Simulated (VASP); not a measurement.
# SnO: single point with PBEsol

SnO:

```xyz
4
Lattice="3.3550 0.0000 0.0000 0.0000 5.6741 0.0000 0.0000 0.0000 4.2220" Properties=species:S:1:pos:R:3 pbc="T T T"
Sn   -0.0722    1.2437    2.0943
Sn    1.6053    4.2861   -0.0167
O     0.0000    5.0570    3.1110
O     1.6775    0.6171    1.0000
```

This cell differs from its parent crystal: all Sn atoms moved -0.125 Å, as atom 1 along Cartesian [1 1 1].

```json
{"Program": "VASP 6.6.1", "Task": "single point", "Functional": "PBEsol", "Potentials or basis": "VASP PAW PBE potentials, release 64 (Sn_d, O)", "Cutoff": "520 eV", "k mesh": "8 × 6 × 6", "Occupations": "gaussian, width 0.05 eV", "Spin": "no spin polarisation"}
```

```yaml
Pressure: -1.1 GPa
Largest_force: 1.353 eV/Å
Band_gap_on_the_k_mesh: 1.32 eV (least direct gap 1.97 eV)
```

Forces on the atoms (eV/Å):
```
Sn   0.616  0.566  0.506
Sn   0.428  0.572  0.197
O   -0.423 -0.124 -0.060
O   -0.622 -1.014 -0.644
```

Stress tensor (GPa, compression positive):
```
-0.76  0.08  1.86
 0.08 -1.99 -0.27
 1.86 -0.27 -0.56
```

Levels at points of the mesh, in eV from the valence-band top:
| k point | band 16 | band 17 | band 18 | band 19 | band 20 | band 21 | band 22 | band 23 | band 24 | band 25 |
| --- | --- | --- | --- | --- | --- | --- | --- | --- | --- | --- |
| (0.00, 0.00, 0.00) | -4.11 | -3.64 | -2.96 | -2.23 | 0.00 | 2.37 | 2.96 | 5.49 | 5.79 | 7.77 |
| (0.50, 0.00, 0.00) | -4.53 | -2.79 | -2.72 | -1.53 | -1.14 | 2.43 | 2.86 | 4.97 | 5.54 | 6.44 |
| (0.00, 0.50, 0.00) | -4.12 | -4.04 | -2.97 | -1.78 | -1.45 | 3.12 | 3.77 | 4.55 | 4.82 | 6.90 |
| (0.50, 0.50, 0.00) | -4.42 | -2.86 | -2.79 | -1.19 | -0.81 | 1.68 | 2.02 | 5.99 | 6.46 | 6.95 |
| (0.00, 0.00, 0.50) | -3.59 | -3.54 | -3.46 | -1.90 | -1.57 | 2.36 | 2.50 | 4.81 | 5.21 | 7.75 |
| (0.50, 0.00, 0.50) | -4.13 | -3.32 | -3.18 | -1.35 | -0.93 | 1.84 | 2.00 | 4.45 | 4.81 | 6.51 |
| (0.00, 0.50, 0.50) | -3.47 | -3.21 | -3.07 | -1.80 | -1.32 | 1.64 | 1.86 | 5.39 | 5.95 | 7.67 |
| (0.50, 0.50, 0.50) | -4.28 | -3.60 | -3.45 | -0.70 | -0.34 | 2.25 | 2.50 | 3.87 | 4.08 | 5.88 |

Run time: 2.3 min on 1 thread of Intel(R) Xeon(R) 6975P-C (Granite Rapids) (shared host), peak memory 0.38 GiB.

Caveat: the cell differs from its parent crystal (all Sn atoms moved -0.125 Å, as atom 1 along Cartesian [1 1 1]); the PAW data sets were made with another functional, which shifts forces and pressure a little; spin-orbit coupling is left out, which moves the levels of the heavy elements. A k mesh can miss the band edges.
